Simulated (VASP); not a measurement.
# Ba16O (a cell with a defect) in VASP: a series of runs

The runs below take Ba16O (a cell with a defect) through single point, with PBEsol.

Program: VASP 6.6.1. These are calculated values, not measurements. Logs are shortened: lines on timing, memory, paths and dates and some standing lists are left out, and cuts for length are marked.

## (1) The cell of the first run

The cell holds a defect, 17 atoms: a = 10.040 Å, b = 10.040 Å, c = 10.040 Å, α = 90.00°, β = 90.00°, γ = 90.00°.

## (2) Single point, PBEsol

The input, INCAR:

```
SYSTEM = Ba16O
  PREC = Accurate
  ENCUT = 520
  EDIFF = 1E-6
  ISMEAR = -1
  SIGMA = 0.1
  LREAL = Auto
  LASPH = .True.
  NELM = 60
  ALGO = Normal
  ISIF = 2
  LWAVE = .False.
  LCHARG = .False.
  GGA = PS
  NBANDS = 97
```

The input, KPOINTS:

```
regular mesh
0
Gamma
  1 1 1
  0 0 0
```

The input, POSCAR:

```
Ba16O
1.0
   10.0400000000      0.0000000000      0.0000000000
    0.0000000000     10.0400000000      0.0000000000
    0.0000000000      0.0000000000     10.0400000000
Ba O
16 1
Direct
    0.0469721116     -0.0178585657      0.0231872510
    0.4590537849      0.0171812749      0.0108266932
    0.0010657371      0.5107270916     -0.0042330677
   -0.0238147410      0.0165039841      0.5031972112
    0.2806474104      0.2883266932      0.2688147410
    0.5297908367      0.4994023904      0.0018525896
    0.5156972112     -0.0184262948      0.5065936255
    0.7487549801      0.2739243028      0.2547908367
   -0.0565537849      0.4759063745      0.4892828685
    0.2748406375      0.7267231076      0.2595318725
    0.2408764940      0.2395916335      0.7147509960
    0.4877689243      0.4609063745      0.4970717131
    0.7677689243      0.7583167331      0.2869023904
    0.7368326693      0.2769023904      0.7377390438
    0.2402191235      0.7892629482      0.7382171315
    0.7493725100      0.7028884462      0.7154581673
    0.2440936255     -0.0014641434      0.8777988048
```

Potentials or basis: VASP PAW PBE potentials, release 64 (Ba_sv, O).

The run is started by

```
$ cat potpaw_PBE.64/Ba_sv/POTCAR potpaw_PBE.64/O/POTCAR > POTCAR
$ mpirun -np 1 vasp_gam > vasp.out
```

OUTCAR:

```text
SYSTEM = Ba16O
   PREC = Accurate
   ENCUT = 520
   EDIFF = 1E-6
   ISMEAR = -1
   LREAL = Auto
   LASPH = .True.
   NELM = 60
   ISIF = 2
   GGA = PS

 ion  position               nearest neighbor table
   1  0.047  0.982  0.023-  17 2.46  15 3.96   2 4.15  10 4.18  13 4.46  11 4.48   5 4.59
   2  0.459  0.017  0.011-  17 2.54   1 4.15   5 4.16  15 4.19  10 4.26  11 4.32   8 4.59  14 4.70

   3  0.001  0.511  0.996-  16 4.25   8 4.34  14 4.39  10 4.39  13 4.50  15 4.50   5 4.51  11 4.60
                             6 4.73
   4  0.976  0.017  0.503-  13 3.98  11 4.07  15 4.22   8 4.26  14 4.26  16 4.43   9 4.63   7 4.64
                             5 4.73
   5  0.281  0.288  0.269-  12 3.55   2 4.16   6 4.23  10 4.40   9 4.46   3 4.51  11 4.52   7 4.56
                             1 4.59   8 4.70   4 4.73
   6  0.530  0.499  0.002-  14 4.04   8 4.05  16 4.16   5 4.23  10 4.30  13 4.54   3 4.73
   7  0.516  0.982  0.507-  13 4.04  15 4.10  16 4.21  10 4.31  11 4.32  14 4.37   8 4.53   5 4.56
                             4 4.64
   8  0.749  0.274  0.255-   9 3.67  12 4.04   6 4.05   4 4.26   3 4.34   7 4.53   2 4.59   5 4.70

   9  0.943  0.476  0.489-   8 3.67  16 3.76  14 3.81  13 3.91  11 4.44   5 4.46  12 4.58   4 4.63

  10  0.275  0.727  0.260-  12 4.17   1 4.18   2 4.26   6 4.30   7 4.31   3 4.39   5 4.40
  11  0.241  0.240  0.715-  17 2.92  12 3.98   4 4.07   2 4.32   7 4.32   9 4.44   1 4.48   5 4.52
                            15 4.53   3 4.60
  12  0.488  0.461  0.497-   5 3.55  14 3.94  11 3.98   8 4.04  10 4.17  16 4.20   9 4.58  13 4.61

  13  0.768  0.758  0.287-   9 3.91   4 3.98   7 4.04  16 4.34   1 4.46   3 4.50   6 4.54  12 4.61

  14  0.737  0.277  0.738-   9 3.81  12 3.94   6 4.04   4 4.26  16 4.28   7 4.37   3 4.39   2 4.70

  15  0.240  0.789  0.738-  17 2.53   1 3.96   7 4.10   2 4.19   4 4.22   3 4.50  11 4.53
  16  0.749  0.703  0.715-   9 3.76   6 4.16  12 4.20   7 4.21   3 4.25  14 4.28  13 4.34   4 4.43

  17  0.244  0.999  0.878-   1 2.46  15 2.53   2 2.54  11 2.92

  LATTYP: Found a simple cubic cell.
 ALAT       =    10.0400000000

  Lattice vectors:

 A1 = (  10.0400000000,   0.0000000000,   0.0000000000)
 A2 = (   0.0000000000,  10.0400000000,   0.0000000000)
 A3 = (   0.0000000000,   0.0000000000,  10.0400000000)

Analysis of symmetry for initial positions (statically):
=====================================================================
 Subroutine PRICEL returns:
 Original cell was already a primitive cell.

 Routine SETGRP: Setting up the symmetry group for a
 simple cubic supercell.

 Subroutine GETGRP returns: Found  1 space group operations
 (whereof  1 operations were pure point group operations)
 out of a pool of 48 trial point group operations.

The static configuration has the point symmetry C_1 .

Analysis of symmetry for dynamics (positions and initial velocities):
=====================================================================
 Subroutine PRICEL returns:
 Original cell was already a primitive cell.

 Routine SETGRP: Setting up the symmetry group for a
 simple cubic supercell.

 Subroutine GETGRP returns: Found  1 space group operations
 (whereof  1 operations were pure point group operations)
 out of a pool of 48 trial point group operations.

The dynamic configuration has the point symmetry C_1 .

 Subroutine INISYM returns: Found  1 space group operations
 (whereof  1 operations are pure point group operations),
 and found     1 'primitive' translations

----------------------------------------------------------------------------------------

                                     Primitive cell

  volume of cell :    1012.0481

  direct lattice vectors                    reciprocal lattice vectors
    10.040000000  0.000000000  0.000000000     0.099601594  0.000000000  0.000000000
     0.000000000 10.040000000  0.000000000     0.000000000  0.099601594  0.000000000
     0.000000000  0.000000000 10.040000000     0.000000000  0.000000000  0.099601594

  length of vectors
    10.040000000 10.040000000 10.040000000     0.099601594  0.099601594  0.099601594

  position of ions in fractional coordinates (direct lattice)
     0.046972112  0.982141434  0.023187251
     0.459053785  0.017181275  0.010826693
     0.001065737  0.510727092  0.995766932
     0.976185259  0.016503984  0.503197211
     0.280647410  0.288326693  0.268814741
     0.529790837  0.499402390  0.001852590
[... 9 lines left out ...]
     0.749372510  0.702888446  0.715458167
     0.244093625  0.998535857  0.877798805

  ion indices of the primitive-cell ions
   primitive index   ion index
                 1           1
                 2           2
                 3           3
                 4           4
                 5           5
                 6           6
[... 9 lines left out ...]
                16          16
                17          17

----------------------------------------------------------------------------------------

 KPOINTS: regular mesh

Automatic generation of k-mesh.
 Grid dimensions read from file:
 generate k-points for:    1    1    1

 Generating k-lattice:

  Cartesian coordinates                     Fractional coordinates (reciprocal lattice)
     0.099601594  0.000000000  0.000000000     1.000000000  0.000000000  0.000000000
     0.000000000  0.099601594  0.000000000     0.000000000  1.000000000  0.000000000
     0.000000000  0.000000000  0.099601594     0.000000000  0.000000000  1.000000000

  Length of vectors
     0.099601594  0.099601594  0.099601594

  Shift w.r.t. Gamma in fractional coordinates (k-lattice)
     0.000000000  0.000000000  0.000000000

 Subroutine IBZKPT returns following result:
 ===========================================

 Found      1 irreducible k-points:

 Following reciprocal coordinates:
            Coordinates               Weight
  0.000000  0.000000  0.000000      1.000000
   k-points           NKPTS =      1   k-points in BZ     NKDIM =      1   number of bands    NBANDS=     97
   number of dos      NEDOS =    301   number of ions     NIONS =     17
   total plane-waves  NPLWV = 512000
   dimension x,y,z NGX =    80 NGY =   80 NGZ =   80
   dimension x,y,z NGXF=   160 NGYF=  160 NGZF=  160
   ions per type =              16   1
   NGX,Y,Z   is equivalent  to a cutoff of  13.25, 13.25, 13.25 a.u.
   NGXF,Y,Z  is equivalent  to a cutoff of  26.49, 26.49, 26.49 a.u.
 SYSTEM =  Ba16O
   PREC   = accura    normal or accurate (medium, high low for compatibility)
   ISTART =      0    job   : 0-new  1-cont  2-samecut
   ICHARG =      2    charge: 1-file 2-atom 10-const
   ISPIN  =      1    spin polarized calculation?
   LNONCOLLINEAR =      F non collinear calculations
   LSORBIT =      F    spin-orbit coupling
   LASPH  =      T    aspherical Exc in radial PAW
   ENCUT  =  520.0 eV  38.22 Ry    6.18 a.u.  18.67 18.67 18.67*2*pi/ulx,y,z
   NELM   =     60;   NELMIN=  2; NELMDL= -5     # of ELM steps
   EDIFF  = 0.1E-05   stopping-criterion for ELM
   LREAL  =      T    real-space projection
   EDIFFG = 0.1E-04   stopping-criterion for IOM
   NSW    =      0    number of steps for IOM
   IBRION =     -1    ionic relax: 0-MD 1-quasi-New 2-CG
   NFREE  =      0    steps in history (QN), initial steepest desc. (CG)
   ISIF   =      2    stress and relaxation
   ISYM   =      2    0-nonsym 1-usesym 2-fastsym
   POTIM  = 0.5000    time-step for ionic-motion
   TEBEG  =    0.0;   TEEND  =   0.0 temperature during run
   PSTRESS=    0.0 pullay stress
   NELECT =     166.0000    total number of electrons
   NUPDOWN=      -1.0000    fix difference up-down
   EMIN   =  10.00;   EMAX   =-10.00  energy-range for DOS
   EFERMI =   0.00;   METHOD = LEGACY
   ISMEAR =    -1;   SIGMA  =   0.10  broadening in eV -4-tet -1-fermi 0-gaus
   EFERMI_NEDOS =   21; number of points for ismear=-14 and -15
   IALGO  =     38    algorithm
   IMIX   =      4    mixing-type and parameters
     AMIX     =   0.40;   BMIX     =  1.00
     AMIX_MAG =   1.60;   BMIX_MAG =  1.00
  volume/ion in A,a.u.               =      59.53       401.74
  Fermi-wavevector in a.u.,A,eV,Ry     =   0.896143  1.693464 10.926453  0.803072
  Thomas-Fermi vector in A             =   2.018564
   LORBIT       =      0    0 simple, 1 ext, 2 COOP (PROOUT), +10 PAW based schemes
   GGA     = PS    functional components
   LHFCALC =     F    Hartree Fock is set to
   AEXX    =    0.0000 exact exchange contribution
   IVDW    =     0    specifies the selected vdW correction
   LEPSILON=     F    determine dielectric tensor
   LRPA    =     F    only Hartree local field effects (RPA)
 non-spin polarized calculation
  energy-cutoff  :      520.00
  volume of cell :     1012.05
 maximum number of plane-waves:     13601
 NGX is ok and might be reduce to    80
   NGX = 37   NGY = 37   NGZ = 37

 number of electron     165.9999997 magnetization

 Free energy of the ion-electron system (eV)
  ---------------------------------------------------
  ext. energy  EPLUGINS =         0.00000000
  ---------------------------------------------------
  free energy    TOTEN  =       -46.35521940 eV

  energy without entropy =      -46.22620570  energy(sigma->0) =      -46.29071255

 E-fermi :   1.4856     XC(G=0):  -7.4909

 val. band max:        1.1317310680   @ k =   0.0000   0.0000   0.0000
 cond. band min:       1.8575915963   @ k =   0.0000   0.0000   0.0000
 fundamental gap:      0.7258605283
 Fermi energy:         1.4856208081

 k-point     1 :       0.0000    0.0000    0.0000
  band No.  band energies     occupation
      1     -27.4513      2.00000
      2     -27.3911      2.00000
      3     -27.3838      2.00000
      4     -27.3568      2.00000
      5     -27.3312      2.00000
      6     -27.3227      2.00000
[... 87 lines left out ...]
     94       2.2491      0.00097
     95       2.2637      0.00084
 [bands above 95 left out]

------------------------ aborting loop because EDIFF is reached ----------------------------------------

  FORCE on cell =-STRESS in cart. coord.  units (eV):
  Direction    XX          YY          ZZ          XY          YZ          ZX
  --------------------------------------------------------------------------------------
  -------------------------------------------------------------------------------------
  Total       -8.5180407     -8.1687935     -5.8416700     -0.1263415      1.1601830      0.0030823
  in kB      -13.4849443    -12.9320496     -9.2479711     -0.2000117      1.8366903      0.0048797
  external PRESSURE =     -11.8883216 kB  Pullay stress =       0.0000000 kB

 VOLUME and BASIS-vectors are now :
 -----------------------------------------------------------------------------
  energy-cutoff  :      520.00
  volume of cell :     1012.05
      direct lattice vectors                 reciprocal lattice vectors
    10.040000000  0.000000000  0.000000000     0.099601594  0.000000000  0.000000000
     0.000000000 10.040000000  0.000000000     0.000000000  0.099601594  0.000000000
     0.000000000  0.000000000 10.040000000     0.000000000  0.000000000  0.099601594

 POSITION                                       TOTAL-FORCE (eV/Angst)
 -----------------------------------------------------------------------------------
      0.47160      9.86070      0.23280        -0.292961      0.562910     -0.489344
      4.60890      0.17250      0.10870         0.205009     -0.154679     -0.642022
      0.01070      5.12770      9.99750        -0.018566     -0.216825      0.096493
      9.80090      0.16570      5.05210         0.139538     -0.078653     -0.250065
      2.81770      2.89480      2.69890        -0.797065     -0.626154     -0.275179
      5.31910      5.01400      0.01860        -0.432997      0.172411     -0.048330
[... 9 lines left out ...]
      7.52370      7.05700      7.18320        -0.188827      0.750568      0.595833
      2.45070     10.02530      8.81310         0.145398      0.035599      0.015589
 -----------------------------------------------------------------------------------
    total drift:                                0.000643     -0.001235      0.001814

  FREE ENERGIE OF THE ION-ELECTRON SYSTEM (eV)
  ---------------------------------------------------
  free  energy   TOTEN  =       -46.3552193960 eV

  energy  without entropy=      -46.2262057018  energy(sigma->0) =      -46.29071255
```

Run time: 4.9 min. Hardware: 1 thread of Intel Xeon 8259CL, shared host; peak memory 0.92 GiB.

Results:

| Item | Value |
| --- | --- |
| Free energy | -46.3552 eV |
| Pressure | -1.2 GPa |
| Largest force | 1.367 eV/Å |

Forces on the atoms (eV/Å):
```
Ba  -0.293  0.563 -0.489
Ba   0.205 -0.155 -0.642
Ba  -0.019 -0.217  0.096
Ba   0.140 -0.079 -0.250
Ba  -0.797 -0.626 -0.275
Ba  -0.433  0.172 -0.048
Ba  -0.069  0.526 -0.269
Ba  -0.090 -0.509 -0.141
Ba   1.338  0.277 -0.016
Ba  -0.272  0.028  0.369
Ba  -0.025 -0.362  0.987
Ba   0.553  0.952  0.174
Ba  -0.414 -0.403 -0.652
Ba   0.087 -0.701  0.315
Ba   0.133 -0.253  0.232
Ba  -0.189  0.751  0.596
O    0.145  0.036  0.016
```

Stress tensor (GPa, compression positive):
```
-1.35 -0.02  0.00
-0.02 -1.29  0.18
 0.00  0.18 -0.92
```

Caveat: the k points lie up to 0.63 Å⁻¹ apart; the PAW data sets were made with another functional, which shifts forces and pressure a little; spin-orbit coupling is left out, which moves the levels of the heavy elements.

(Continued in part 2 of 3.)
